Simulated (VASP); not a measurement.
# CuO (Pm-3m) in VASP: further runs

The runs below take CuO through single point, with LDA+U.

Everything below comes from runs of VASP 6.6.1. Logs are shortened: lines on timing, memory, paths and dates and some standing lists are left out, and cuts for length are marked.

## 1. The cell of the first run

It takes space group Pm-3m (No. 221, cubic). The conventional cell has a = 2.553 Å, b = 2.553 Å, c = 2.553 Å, α = 90.00°, β = 90.00°, γ = 90.00°. Within 2.9 Å of Cu (site symmetry m-3m) lie 8 O at 2.21 Å and 6 Cu at 2.55 Å. Within 2.9 Å of O (site symmetry m-3m) lie 8 Cu at 2.21 Å and 6 O at 2.55 Å.

## 2. Single point, LDA+U, collinear spin, ferromagnetic start

INCAR reads:

```
SYSTEM = CuO
ALGO = Normal
EDIFF = 1E-6
ENCUT = 520
GGA = CA
ISIF = 2
ISMEAR = 0
ISPIN = 2
LASPH = .True.
LCHARG = .True.
LDAU = .True.
LDAUJ = 0 0
LDAUL = 2 -1
LDAUPRINT = 1
LDAUTYPE = 2
LDAUU = 8 0
LELF = .True.
LMAXMIX = 4
LORBIT = 11
LREAL = .False.
LVHAR = .True.
LWAVE = .False.
MAGMOM = 1 0
NBANDS = 20
NELM = 150
PREC = Accurate
SIGMA = 0.05
```

KPOINTS reads:

```
k-points
0
Gamma
  7 7 7
  0 0 0
```

POSCAR reads:

```
CuO
1.0
    2.5525506100      0.0000000000      0.0000000000
    0.0000000000      2.5525506100      0.0000000000
    0.0000000000      0.0000000000      2.5525506100
Cu O
1 1
Direct
    0.0000000000      0.0000000000      0.0000000000
    0.5000000000      0.5000000000      0.5000000000
```

Potentials or basis: VASP PAW LDA potentials, release 64 (Cu, O).

Launch:

```
$ cat potpaw_LDA.64/Cu/POTCAR potpaw_LDA.64/O/POTCAR > POTCAR
$ mpirun -np 1 vasp_std > vasp.out
```

OUTCAR:

```text
SYSTEM = CuO
   EDIFF = 1E-6
   ENCUT = 520
   GGA = CA
   ISIF = 2
   ISMEAR = 0
   ISPIN = 2
   LASPH = .True.
   LORBIT = 11
   LREAL = .False.
   NELM = 150
   PREC = Accurate

 ion  position               nearest neighbor table
   1  0.000  0.000  0.000-   2 2.21   2 2.21   2 2.21   2 2.21   2 2.21   2 2.21   2 2.21   2 2.21

   2  0.500  0.500  0.500-   1 2.21   1 2.21   1 2.21   1 2.21   1 2.21   1 2.21   1 2.21   1 2.21

  LATTYP: Found a simple cubic cell.
 ALAT       =     2.5525506100

  Lattice vectors:

 A1 = (   2.5525506100,   0.0000000000,   0.0000000000)
 A2 = (   0.0000000000,   2.5525506100,   0.0000000000)
 A3 = (   0.0000000000,   0.0000000000,   2.5525506100)

Analysis of symmetry for initial positions (statically):
=====================================================================
 Subroutine PRICEL returns:
 Original cell was already a primitive cell.

 Routine SETGRP: Setting up the symmetry group for a
 simple cubic supercell.

 Subroutine GETGRP returns: Found 48 space group operations
 (whereof 48 operations were pure point group operations)
 out of a pool of 48 trial point group operations.

The static configuration has the point symmetry O_h .

Analysis of symmetry for dynamics (positions and initial velocities):
=====================================================================
 Subroutine PRICEL returns:
 Original cell was already a primitive cell.

 Routine SETGRP: Setting up the symmetry group for a
 simple cubic supercell.

 Subroutine GETGRP returns: Found 48 space group operations
 (whereof 48 operations were pure point group operations)
 out of a pool of 48 trial point group operations.

The dynamic configuration has the point symmetry O_h .

Analysis of structural, dynamic, and magnetic symmetry:
=====================================================================
 Subroutine PRICEL returns:
 Original cell was already a primitive cell.

 Routine SETGRP: Setting up the symmetry group for a
 simple cubic supercell.

 Subroutine GETGRP returns: Found 48 space group operations
 (whereof 48 operations were pure point group operations)
 out of a pool of 48 trial point group operations.

The overall configuration has the point symmetry O_h .
[... 164 lines left out ...]
  o =  0.9670  v =  0.0000 -0.0000  0.9601 -0.0000  0.2796  0.0000  0.0000  0.0000  0.0000  0.0000      0.0000  0.0000  0.0000  0.0000  0.0000  0.0000  0.0000  0.0000  0.0000  0.0000
  o =  0.9670  v =  0.0000  0.0000  0.2796 -0.0000 -0.9601  0.0000  0.0000  0.0000  0.0000  0.0000      0.0000  0.0000  0.0000  0.0000  0.0000  0.0000  0.0000  0.0000  0.0000  0.0000
  o =  0.9951  v =  0.0000  0.9796  0.0000  0.2010 -0.0000  0.0000  0.0000  0.0000  0.0000  0.0000      0.0000  0.0000  0.0000  0.0000  0.0000  0.0000  0.0000  0.0000  0.0000  0.0000
  o =  0.9951  v =  1.0000  0.0000  0.0000  0.0000  0.0000  0.0000  0.0000  0.0000  0.0000  0.0000      0.0000  0.0000  0.0000  0.0000  0.0000  0.0000  0.0000  0.0000  0.0000  0.0000
  o =  0.9951  v =  0.0000 -0.2010  0.0000  0.9796 -0.0000  0.0000  0.0000  0.0000  0.0000  0.0000      0.0000  0.0000  0.0000  0.0000  0.0000  0.0000  0.0000  0.0000  0.0000  0.0000

 number of electron      16.9999978 magnetization       0.9992241

 Free energy of the ion-electron system (eV)
  ---------------------------------------------------
  ext. energy  EPLUGINS =         0.00000000
  ---------------------------------------------------
  free energy    TOTEN  =        -8.17666237 eV

  energy without entropy =       -8.17566142  energy(sigma->0) =       -8.17616190

 E-fermi :   6.3239     XC(G=0): -13.7695

 val. band max:        6.2471114068   @ k =   0.4286   0.4286   0.4286
 cond. band min:       6.3343875185   @ k =   0.4286   0.1429   0.0000
 fundamental gap:      0.0872761116
 Fermi energy:         6.3239218439

 spin component 1

 k-point     1 :       0.0000    0.0000    0.0000
  band No.  band energies     occupation
      1     -13.3694      1.00000
      2       1.2902      1.00000
      3       1.2902      1.00000
      4       2.8903      1.00000
      5       2.8903      1.00000
      6       2.8903      1.00000
[... 436 lines left out ...]
      6       3.5977      1.00000
[... 12 lines left out ...]
     19      50.0077      0.00000
     20      51.7552      0.00000
 Fermi energy:         6.3239218439

 spin component 2

 k-point     1 :       0.0000    0.0000    0.0000
  band No.  band energies     occupation
      1     -12.5108      1.00000
      2       1.5103      1.00000
      3       1.5103      1.00000
      4       4.2042      1.00000
      5       4.2042      1.00000
      6       4.2042      1.00000
[... 449 lines left out ...]
     19      50.1773      0.00000
     20      52.1989      0.00000

------------------------ aborting loop because EDIFF is reached ----------------------------------------

  FORCE on cell =-STRESS in cart. coord.  units (eV):
  Direction    XX          YY          ZZ          XY          YZ          ZX
  --------------------------------------------------------------------------------------
  -------------------------------------------------------------------------------------
  Total       -0.5671315     -0.5671315     -0.5671315     -0.0000000     -0.0000000      0.0000000
  in kB      -54.6350393    -54.6350393    -54.6350393     -0.0000000     -0.0000000      0.0000000
  external PRESSURE =     -54.6350393 kB  Pullay stress =       0.0000000 kB

 VOLUME and BASIS-vectors are now :
 -----------------------------------------------------------------------------
  energy-cutoff  :      520.00
  volume of cell :       16.63
      direct lattice vectors                 reciprocal lattice vectors
     2.552550610  0.000000000  0.000000000     0.391765004  0.000000000  0.000000000
     0.000000000  2.552550610  0.000000000     0.000000000  0.391765004  0.000000000
     0.000000000  0.000000000  2.552550610     0.000000000  0.000000000  0.391765004

 POSITION                                       TOTAL-FORCE (eV/Angst)
 -----------------------------------------------------------------------------------
      0.00000      0.00000      0.00000         0.000000      0.000000      0.000000
      1.27628      1.27628      1.27628         0.000000      0.000000      0.000000
 -----------------------------------------------------------------------------------
    total drift:                               -0.000000      0.000000      0.000000

  FREE ENERGIE OF THE ION-ELECTRON SYSTEM (eV)
  ---------------------------------------------------
  free  energy   TOTEN  =        -8.1766623693 eV

  energy  without entropy=       -8.1756614248  energy(sigma->0) =       -8.17616190

 total charge

# of ion       s       p       d       tot
------------------------------------------
    1        0.284   0.319   9.470  10.073
    2        1.588   3.247   0.000   4.835
--------------------------------------------------
tot          1.872   3.566   9.470  14.908

 magnetization (x)

# of ion       s       p       d       tot
------------------------------------------
    1       -0.017  -0.013   0.344   0.315
    2        0.005   0.616   0.000   0.621
--------------------------------------------------
tot         -0.012   0.603   0.344   0.935
```

OSZICAR:

```text
N       E                     dE             d eps       ncg     rms          rms(c)
DAV:   1     0.972933528908E+02    0.97293E+02   -0.81498E+03  1892   0.148E+03
DAV:   2    -0.263442716172E+01   -0.99928E+02   -0.89692E+02  1656   0.277E+02
DAV:   3    -0.929981644000E+01   -0.66654E+01   -0.63783E+01  1748   0.656E+01
DAV:   4    -0.935902994182E+01   -0.59214E-01   -0.59148E-01  1824   0.617E+00
DAV:   5    -0.935939257984E+01   -0.36264E-03   -0.36263E-03  1788   0.482E-01    0.906E+00
DAV:   6    -0.942353011677E+01   -0.64138E-01   -0.82580E+00  2132   0.961E+01    0.108E+01
DAV:   7    -0.814544145973E+01    0.12781E+01   -0.14432E+00  1956   0.539E+01    0.241E+00
DAV:   8    -0.817502981871E+01   -0.29588E-01   -0.15803E-01  2060   0.777E+00    0.596E-01
DAV:   9    -0.817559536801E+01   -0.56555E-03   -0.17925E-02  2064   0.161E+00    0.273E-01
DAV:  10    -0.817641053234E+01   -0.81516E-03   -0.13299E-03  1936   0.825E-01    0.203E-01
DAV:  11    -0.817655544382E+01   -0.14491E-03   -0.38737E-04  2084   0.776E-01    0.920E-02
DAV:  12    -0.817664169142E+01   -0.86248E-04   -0.70796E-05  2364   0.142E-01    0.481E-02
DAV:  13    -0.817666250797E+01   -0.20817E-04   -0.13041E-05  2120   0.666E-02    0.938E-03
DAV:  14    -0.817666236929E+01    0.13867E-06   -0.82159E-07  1564   0.243E-02
   1 F= -.81766624E+01 E0= -.81761619E+01  d E =-.100094E-02  mag=     1.0008
```

stdout:

```text
POSCAR found type information on POSCAR CuO
 POSCAR found :  2 types and       2 ions
 scaLAPACK will be used
 LDA part: xc-table for (Slater(with rela. corr.)+CA(PZ))
 , standard interpolation
 POSCAR, INCAR and KPOINTS ok, starting setup
 FFT: planning ... GRIDC
 FFT: planning ... GRID_SOFT
 FFT: planning ... GRID
 WAVECAR not read
 entering main loop
```

It took 29 s on 1 thread of AMD EPYC 7R13, shared host; peak memory 0.09 GiB.

What came out:

* Free energy: -8.1767 eV
* Pressure: -5.5 GPa
* Band gap on the k mesh: zero (filled and empty bands overlap)
* Net moment: 1.00 μB per cell
* Site moments: Cu +0.32; O +0.62 μB
* Valence electrons inside the program's atomic spheres: Cu 10.07; O 4.83

Levels at points of the mesh, in eV from the Fermi level:
Spin up:
| k point | band 6 | band 7 | band 8 | band 9 | band 10 | band 11 | band 12 | band 13 |
| --- | --- | --- | --- | --- | --- | --- | --- | --- |
| (0.00, 0.00, 0.00) | -3.43 | -2.12 | -2.12 | -2.12 | 2.25 | 15.69 | 15.69 | 21.79 |
Spin down:
```csv
k point,band 6,band 7,band 8,band 9,band 10,band 11
"(0.00, 0.00, 0.00)",-2.12,-1.05,-1.05,-1.05,2.64,15.84
```

Eigenvalues of the final occupation matrices:
| site | spin | trace | eigenvalues |
| --- | --- | --- | --- |
| site 1 d | 1 | 4.92 | 0.97 0.97 1.00 1.00 1.00 |
| site 1 d | 2 | 4.58 | 0.88 0.88 0.88 0.96 0.96 |

Caveat: a cell with one magnetic atom can't hold antiferromagnetic order, which such compounds often take. The state reached can hang on the start; a lower one may exist.

## 3. Single point, LDA+U, collinear spin, ferromagnetic start

INCAR, as its differences from that of step 2:

```diff
@@ -3,4 +3,5 @@
 EDIFF = 1E-6
-ENCUT = 520
+ENCUT = 700
 GGA = CA
+GGA_COMPAT = .False.
 ISIF = 2
@@ -23,4 +24,4 @@
 MAGMOM = 1 0
-NBANDS = 20
-NELM = 150
+NBANDS = 24
+NELM = 200
 PREC = Accurate
```

KPOINTS is that of step 2.

POSCAR is that of step 2.

Potentials or basis: VASP PAW LDA potentials, release 64 (Cu_sv_GW, O).

Launch:

```
$ cat potpaw_LDA.64/Cu_sv_GW/POTCAR potpaw_LDA.64/O/POTCAR > POTCAR
$ mpirun -np 1 vasp_std > vasp.out
```

It took 40 s on 1 thread of AMD EPYC 7R43 (Zen 3), shared host; peak memory 0.13 GiB.

It converged, with:

```yaml
Free_energy: -7.3284 eV
Pressure: -2.9 GPa
Band_gap_on_the_k_mesh: zero (filled and empty bands overlap)
Net_moment: 1.00 μB per cell
Site_moments: Cu +0.38; O +0.58 μB
Valence_electrons_inside_the_program's_atomic_spheres: Cu 17.62; O 4.85
```

Levels at points of the mesh, in eV from the Fermi level:
Spin up:
| k point | band 11 | band 12 | band 13 | band 14 | band 15 | band 16 |
| --- | --- | --- | --- | --- | --- | --- |
| (0.00, 0.00, 0.00) | -2.22 | -2.22 | -2.22 | 1.99 | 16.16 | 16.16 |
Spin down:
| k point | band 9 | band 10 | band 11 | band 12 | band 13 | band 14 | band 15 | band 16 |
| --- | --- | --- | --- | --- | --- | --- | --- | --- |
| (0.00, 0.00, 0.00) | -1.83 | -1.83 | -1.23 | -1.23 | -1.23 | 2.36 | 16.31 | 16.31 |

Eigenvalues of the final occupation matrices:
| site | spin | trace | eigenvalues |
| --- | --- | --- | --- |
| site 1 d | 1 | 4.78 | 0.94 0.94 0.97 0.97 0.97 |
| site 1 d | 2 | 4.38 | 0.84 0.84 0.84 0.94 0.94 |

Caveat: a cell with one magnetic atom can't hold antiferromagnetic order, which such compounds often take.
